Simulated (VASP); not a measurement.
# GaP (P-3m1) in VASP: further runs

The runs below take GaP through single point, relaxation of cell and atoms, with PBE.

Everything below comes from runs of VASP 6.6.1. Logs are shortened: lines on timing, memory, paths and dates and some standing lists are left out, and cuts for length are marked.

### 1 The cell of the first run

Symmetry: P-3m1, No. 164, trigonal system. Conventional cell: a = 3.391 Å, b = 3.391 Å, c = 5.649 Å, α = 90.00°, β = 90.00°, γ = 120.00°. Ga (site symmetry 3m) has 3 P at 2.23 Å and 3 Ga at 2.35 Å within 2.9 Å. P (site symmetry 3m) has 3 Ga at 2.23 Å and 1 P at 2.23 Å within 2.9 Å.

### 2 Single point, PBE

Contents of INCAR:

```
ALGO     = Normal         # electronic algorithm
EDIFF    = 1E-7           # SCF threshold, eV
ENCUT    = 520            # plane-wave cutoff, eV
GGA      = PE             # functional
ISIF     = 2              # what is computed and relaxed
ISMEAR   = 0              # smearing method
LASPH    = T              # aspherical terms in the spheres
LCHARG   = F              # write CHGCAR
LREAL    = F              # projectors in reciprocal space
LWAVE    = F              # write WAVECAR
NBANDS   = 26             # bands
NELM     = 60             # most SCF steps
PREC     = Accurate       # precision mode
SIGMA    = 0.1            # smearing width, eV
```

Contents of KPOINTS:

```
k-points
0
Gamma
  6 6 4
```

Contents of POSCAR:

```
GaP
1.0
    3.3905656500      0.0000000000      0.0000000000
   -1.6952828200      2.9363159800      0.0000000000
    0.0000000000      0.0000000000      5.6494366000
Ga P
2 2
Direct
    0.3333333300      0.6666666700      0.6146058900
    0.6666666700      0.3333333300      0.3853941100
    0.0000000000      0.0000000000      0.8025568000
    0.0000000000      0.0000000000      0.1974432000
```

Potentials or basis: VASP PAW PBE potentials, release 64 (Ga_d, P).

Started as:

```bash
> cat potpaw_PBE.64/Ga_d/POTCAR potpaw_PBE.64/P/POTCAR > POTCAR
> mpirun -np 1 vasp_std > vasp.out
```

OUTCAR:

```text
EDIFF = 1E-7
   ENCUT = 520
   GGA = PE
   ISIF = 2
   ISMEAR = 0
   LASPH = T
   LREAL = F
   NELM = 60
   PREC = Accurate

 ion  position               nearest neighbor table
   1  0.333  0.667  0.615-   3 2.23   3 2.23   3 2.23   2 2.35   2 2.35   2 2.35
   2  0.667  0.333  0.385-   4 2.23   4 2.23   4 2.23   1 2.35   1 2.35   1 2.35
   3  0.000  0.000  0.803-   1 2.23   1 2.23   1 2.23   4 2.23
   4  0.000  0.000  0.197-   2 2.23   2 2.23   2 2.23   3 2.23

  LATTYP: Found a hexagonal cell.
 ALAT       =     3.3905656500
 C/A-ratio  =     1.6662224488

  Lattice vectors:

 A1 = (   3.3905656500,   0.0000000000,   0.0000000000)
 A2 = (  -1.6952828200,   2.9363159800,   0.0000000000)
 A3 = (   0.0000000000,   0.0000000000,   5.6494366000)

Analysis of symmetry for initial positions (statically):
=====================================================================
 Subroutine PRICEL returns:
 Original cell was already a primitive cell.

 Routine SETGRP: Setting up the symmetry group for a
 hexagonal supercell.

 Subroutine GETGRP returns: Found 12 space group operations
 (whereof 12 operations were pure point group operations)
 out of a pool of 24 trial point group operations.

The static configuration has the point symmetry D_3d.

Analysis of symmetry for dynamics (positions and initial velocities):
=====================================================================
 Subroutine PRICEL returns:
 Original cell was already a primitive cell.

 Routine SETGRP: Setting up the symmetry group for a
 hexagonal supercell.

 Subroutine GETGRP returns: Found 12 space group operations
 (whereof 12 operations were pure point group operations)
 out of a pool of 24 trial point group operations.

The dynamic configuration has the point symmetry D_3d.

 Subroutine INISYM returns: Found 12 space group operations
 (whereof 12 operations are pure point group operations),
 and found     1 'primitive' translations

----------------------------------------------------------------------------------------

                                     Primitive cell

  volume of cell :      56.2445

  direct lattice vectors                    reciprocal lattice vectors
     3.390565650  0.000000000  0.000000000     0.294936038  0.170281401  0.000000000
    -1.695282820  2.936315980  0.000000000     0.000000000  0.340562803  0.000000000
     0.000000000  0.000000000  5.649436600     0.000000000  0.000000000  0.177008801

  length of vectors
     3.390565650  3.390565642  5.649436600     0.340562802  0.340562803  0.177008801

  position of ions in fractional coordinates (direct lattice)
     0.333333330  0.666666670  0.614605890
     0.666666670  0.333333330  0.385394110
     0.000000000  0.000000000  0.802556800
     0.000000000  0.000000000  0.197443200

  ion indices of the primitive-cell ions
   primitive index   ion index
                 1           1
                 2           2
                 3           3
                 4           4

----------------------------------------------------------------------------------------

 KPOINTS: k-points

Automatic generation of k-mesh.
 Grid dimensions read from file:
 generate k-points for:    6    6    4

 Generating k-lattice:

  Cartesian coordinates                     Fractional coordinates (reciprocal lattice)
     0.049156006  0.028380233  0.000000000     0.166666667  0.000000000  0.000000000
     0.000000000  0.056760467  0.000000000     0.000000000  0.166666667  0.000000000
     0.000000000  0.000000000  0.044252200     0.000000000  0.000000000  0.250000000

  Length of vectors
     0.056760467  0.056760467  0.044252200

  Shift w.r.t. Gamma in fractional coordinates (k-lattice)
     0.000000000  0.000000000  0.000000000

 Subroutine IBZKPT returns following result:
 ===========================================

 Found     24 irreducible k-points:

 Following reciprocal coordinates:
            Coordinates               Weight
  0.000000  0.000000  0.000000      1.000000
  0.166667  0.000000  0.000000      6.000000
  0.333333  0.000000  0.000000      6.000000
  0.500000  0.000000  0.000000      3.000000
  0.166667  0.166667  0.000000      6.000000
  0.333333  0.166667  0.000000     12.000000
[... 16 lines left out ...]
  0.333333  0.166667  0.500000     12.000000
  0.333333  0.333333  0.500000      2.000000
   k-points           NKPTS =     24   k-points in BZ     NKDIM =     24   number of bands    NBANDS=     26
   number of dos      NEDOS =    301   number of ions     NIONS =      4
   total plane-waves  NPLWV =  32928
   dimension x,y,z NGX =    28 NGY =   28 NGZ =   42
   dimension x,y,z NGXF=    56 NGYF=   56 NGZF=   84
   ions per type =               2   2
   NGX,Y,Z   is equivalent  to a cutoff of  13.73, 13.73, 12.36 a.u.
   NGXF,Y,Z  is equivalent  to a cutoff of  27.46, 27.46, 24.72 a.u.
 SYSTEM =  unknown system
   PREC   = accura    normal or accurate (medium, high low for compatibility)
   ISTART =      0    job   : 0-new  1-cont  2-samecut
   ICHARG =      2    charge: 1-file 2-atom 10-const
   ISPIN  =      1    spin polarized calculation?
   LNONCOLLINEAR =      F non collinear calculations
   LSORBIT =      F    spin-orbit coupling
   LASPH  =      T    aspherical Exc in radial PAW
   ENCUT  =  520.0 eV  38.22 Ry    6.18 a.u.   6.30  6.30 10.50*2*pi/ulx,y,z
   NELM   =     60;   NELMIN=  2; NELMDL= -5     # of ELM steps
   EDIFF  = 0.1E-06   stopping-criterion for ELM
   LREAL  =      F    real-space projection
   EDIFFG = 0.1E-05   stopping-criterion for IOM
   NSW    =      0    number of steps for IOM
   IBRION =     -1    ionic relax: 0-MD 1-quasi-New 2-CG
   NFREE  =      0    steps in history (QN), initial steepest desc. (CG)
   ISIF   =      2    stress and relaxation
   ISYM   =      2    0-nonsym 1-usesym 2-fastsym
   POTIM  = 0.5000    time-step for ionic-motion
   TEBEG  =    0.0;   TEEND  =   0.0 temperature during run
   PSTRESS=    0.0 pullay stress
   NELECT =      36.0000    total number of electrons
   NUPDOWN=      -1.0000    fix difference up-down
   EMIN   =  10.00;   EMAX   =-10.00  energy-range for DOS
   EFERMI =   0.00;   METHOD = LEGACY
   ISMEAR =     0;   SIGMA  =   0.10  broadening in eV -4-tet -1-fermi 0-gaus
   EFERMI_NEDOS =   21; number of points for ismear=-14 and -15
   IALGO  =     38    algorithm
   IMIX   =      4    mixing-type and parameters
     AMIX     =   0.40;   BMIX     =  1.00
     AMIX_MAG =   1.60;   BMIX_MAG =  1.00
  volume/ion in A,a.u.               =      14.06        94.89
  Fermi-wavevector in a.u.,A,eV,Ry     =   1.410855  2.666129 27.082548  1.990511
  Thomas-Fermi vector in A             =   2.532766
   LORBIT       =      0    0 simple, 1 ext, 2 COOP (PROOUT), +10 PAW based schemes
   GGA     = PE    functional components
   LHFCALC =     F    Hartree Fock is set to
   AEXX    =    0.0000 exact exchange contribution
   IVDW    =     0    specifies the selected vdW correction
   LEPSILON=     F    determine dielectric tensor
   LRPA    =     F    only Hartree local field effects (RPA)
 non-spin polarized calculation
 Gauss-broadening in eV      SIGMA  =   0.10
  energy-cutoff  :      520.00
  volume of cell :       56.24
 maximum number of plane-waves:      1528
 NGX is ok and might be reduce to    28
   NGX = 13   NGY = 13   NGZ = 21

 number of electron      35.9999997 magnetization

 Free energy of the ion-electron system (eV)
  ---------------------------------------------------
  ext. energy  EPLUGINS =         0.00000000
  ---------------------------------------------------
  free energy    TOTEN  =       -13.58079790 eV

  energy without entropy =      -13.57603115  energy(sigma->0) =      -13.57841453

 E-fermi :   9.0527     XC(G=0): -11.7681

 val. band max:        8.9812172433   @ k =   0.3333   0.0000   0.2500
 cond. band min:       9.0950280472   @ k =   0.0000   0.1667   0.2500
 fundamental gap:      0.1138108039
 Fermi energy:         9.0526952581

 k-point     1 :       0.0000    0.0000    0.0000
  band No.  band energies     occupation
      1      -6.9740      2.00000
      2      -6.9740      2.00000
      3      -6.7905      2.00000
      4      -6.7642      2.00000
      5      -6.6919      2.00000
      6      -6.6919      2.00000
[... 18 lines left out ...]
     25      15.1601      0.00000
     26      16.6726      0.00000

 k-point     2 :       0.1667    0.0000    0.0000
  band No.  band energies     occupation
      1      -7.0039      2.00000
      2      -6.9526      2.00000
      3      -6.7797      2.00000
      4      -6.6723      2.00000
      5      -6.6306      2.00000
      6      -6.3885      2.00000
[... 18 lines left out ...]
     25      15.7415      0.00000
     26      17.2757      0.00000

 k-point     3 :       0.3333    0.0000    0.0000
  band No.  band energies     occupation
      1      -6.9841      2.00000
      2      -6.9069      2.00000
      3      -6.8234      2.00000
      4      -6.5200      2.00000
      5      -6.4944      2.00000
      6      -6.4894      2.00000
[... 18 lines left out ...]
     25      18.2763      0.00000
     26      18.5374      0.00000

 k-point     4 :       0.5000    0.0000    0.0000
  band No.  band energies     occupation
      1      -6.9293      2.00000
      2      -6.8831      2.00000
      3      -6.7615      2.00000
      4      -6.7413      2.00000
      5      -6.3843      2.00000
      6      -6.3461      2.00000
[... 18 lines left out ...]
     25      18.0843      0.00000
     26      19.0391      0.00000
[... 496 lines left out ...]
      1      -6.9961      2.00000
      2      -6.9694      2.00000
      3      -6.7296      2.00000
      4      -6.6667      2.00000
      5      -6.4830      2.00000
      6      -6.3656      2.00000
[... 18 lines left out ...]
     25      16.6794      0.00000
     26      16.8371      0.00000

 k-point    23 :       0.3333    0.1667    0.5000
  band No.  band energies     occupation
      1      -6.9859      2.00000
      2      -6.8396      2.00000
      3      -6.7431      2.00000
      4      -6.5862      2.00000
      5      -6.5366      2.00000
      6      -6.3669      2.00000
[... 18 lines left out ...]
     25      18.0119      0.00000
     26      18.7734      0.00000

 k-point    24 :       0.3333    0.3333    0.5000
  band No.  band energies     occupation
      1      -7.0202      2.00000
      2      -6.6170      2.00000
      3      -6.6114      2.00000
      4      -6.6114      2.00000
      5      -6.5318      2.00000
      6      -6.5318      2.00000
[... 18 lines left out ...]
     25      17.4585      0.00000
     26      18.0586      0.00000

------------------------ aborting loop because EDIFF is reached ----------------------------------------

  FORCE on cell =-STRESS in cart. coord.  units (eV):
  Direction    XX          YY          ZZ          XY          YZ          ZX
  --------------------------------------------------------------------------------------
  -------------------------------------------------------------------------------------
  Total       17.6960831     17.6960830     15.1082935      0.0000000      0.0000000      0.0000000
  in kB      504.0894926    504.0894905    430.3738845      0.0000009      0.0000000      0.0000000
  external PRESSURE =     479.5176225 kB  Pullay stress =       0.0000000 kB

 VOLUME and BASIS-vectors are now :
 -----------------------------------------------------------------------------
  energy-cutoff  :      520.00
  volume of cell :       56.24
      direct lattice vectors                 reciprocal lattice vectors
     3.390565650  0.000000000  0.000000000     0.294936038  0.170281401  0.000000000
    -1.695282820  2.936315980  0.000000000     0.000000000  0.340562803  0.000000000
     0.000000000  0.000000000  5.649436600     0.000000000  0.000000000  0.177008801

 POSITION                                       TOTAL-FORCE (eV/Angst)
 -----------------------------------------------------------------------------------
     -0.00000      1.95754      3.47218        -0.000000      0.000000      2.483803
      1.69528      0.97877      2.17726         0.000000     -0.000000     -2.483803
      0.00000      0.00000      4.53399        -0.000000     -0.000000      3.651419
      0.00000      0.00000      1.11544        -0.000000      0.000000     -3.651419
 -----------------------------------------------------------------------------------
    total drift:                               -0.000000      0.000000      0.000000

  FREE ENERGIE OF THE ION-ELECTRON SYSTEM (eV)
  ---------------------------------------------------
  free  energy   TOTEN  =       -13.5807979016 eV

  energy  without entropy=      -13.5760311506  energy(sigma->0) =      -13.57841453
```

Wall time 33 s (1 thread of Intel Xeon Platinum 8259CL at 2.50GHz (Skylake/Cascade Lake), shared host); peak memory 0.18 GiB.

What came out:

| Item | Value |
| --- | --- |
| Free energy | -13.5808 eV |
| Pressure | 48.0 GPa |
| Largest force | 3.651 eV/Å |
| Band gap on the k mesh | zero (band 18 reaches 9.63 eV, above the bottom of band 19 at 7.52 eV) |

Forces in eV/Å, atoms in the order of the input:
```
Ga   0.000  0.000  2.484
Ga   0.000  0.000 -2.484
P    0.000  0.000  3.651
P    0.000  0.000 -3.651
```

Levels at points of the mesh, in eV from the Fermi level:
| k point | band 14 | band 15 | band 16 | band 17 | band 18 | band 19 | band 20 | band 21 | band 22 | band 23 |
| --- | --- | --- | --- | --- | --- | --- | --- | --- | --- | --- |
| (0.00, 0.00, 0.00) | -0.99 | -0.99 | 0.13 | 0.57 | 0.57 | 2.84 | 2.87 | 3.23 | 3.23 | 6.06 |
| (0.50, 0.00, 0.00) | -7.20 | -6.19 | -3.82 | -2.99 | -0.61 | 0.24 | 3.16 | 3.60 | 4.01 | 4.17 |
| (0.00, 0.00, 0.50) | -5.30 | -0.68 | -0.68 | 0.16 | 0.16 | 2.96 | 2.96 | 3.09 | 4.08 | 6.11 |
| (0.50, 0.00, 0.50) | -7.49 | -3.92 | -3.17 | -2.12 | -1.86 | -0.22 | 1.22 | 2.71 | 3.28 | 6.44 |

Caveat: forces of over 1 eV/Å act on the atoms, so gaps and moduli don't describe the material at rest.

(Continued in part 2 of 2.)
